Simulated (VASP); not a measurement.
Here is a VASP 6.6.1 calculation.

Contents of INCAR:

```
ALGO = Normal
EDIFF = 1E-6
ENCUT = 520
GGA = PS
ISIF = 2
ISMEAR = 0
LASPH = T
LCHARG = F
LREAL = F
LWAVE = F
NBANDS = 8
NELM = 60
PREC = Accurate
SIGMA = 0.15
```

The input KPOINTS:

```
k-points
0
Gamma
  28 28 28
```

POSCAR

```
Al
1.0
   -1.6064390039      1.6064390039      1.6064390039
    1.6064390039     -1.6064390039      1.6064390039
    1.6064390039      1.6064390039     -1.6064390039
Al
1
Direct
    0.0000000000      0.0000000000      0.0000000000
```

Potentials or basis: VASP PAW PBE potentials, release 64 (Al).

Launch:

```sh
$ cat potpaw_PBE.64/Al/POTCAR > POTCAR
$ mpirun -np 1 vasp_std > vasp.out
```

Task: Estimate the band gap on the k mesh.

Result: Zero (an odd number of electrons rules out a gap without spin polarisation).

Task: Estimate the pressure.

Result: 0.0 GPa.

Caveat: the PAW data sets were made with another functional, which shifts forces and pressure a little.
